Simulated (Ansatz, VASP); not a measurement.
**One calculation of TiO2, two programs**

```xyz
3
Lattice="0.0000 2.3968 2.3968 2.3249 0.0000 2.3968 2.3249 2.3968 0.0000" Properties=species:S:1:pos:R:3 pbc="T T T"
Ti    0.0000    0.0000    0.0000
O     1.1625    1.1984    1.1984
O     3.4874    3.5952    3.5952
```

Change from the starting cell: uniaxial_x strain -3.0%.

Alike in both runs: task single point; functional r2SCAN; k mesh 10 × 10 × 10; no spin polarisation.

|  | VASP | Ansatz |
| --- | --- | --- |
| version | VASP 6.6.1 | Ansatz 0.2.0 |
| potentials or method | VASP PAW PBE potentials, release 64 (Ti_sv, O_h) | plane waves, PAW |
| plane-wave cutoff (eV) | 910 | 500 |
| occupations | gaussian, width 0.01 eV | fixed |
| valence electrons in the cell | 24 | 24 |

|  | VASP | Ansatz | Ansatz less VASP |
| --- | --- | --- | --- |
| gap on the k mesh at the Fermi level (eV) | 1.24 | 1.20 | -0.043 |

VASP's potentials were made for PBE, not for r2SCAN.

Noted on VASP's run: the cutoff is short for stress, so the pressure is rough.
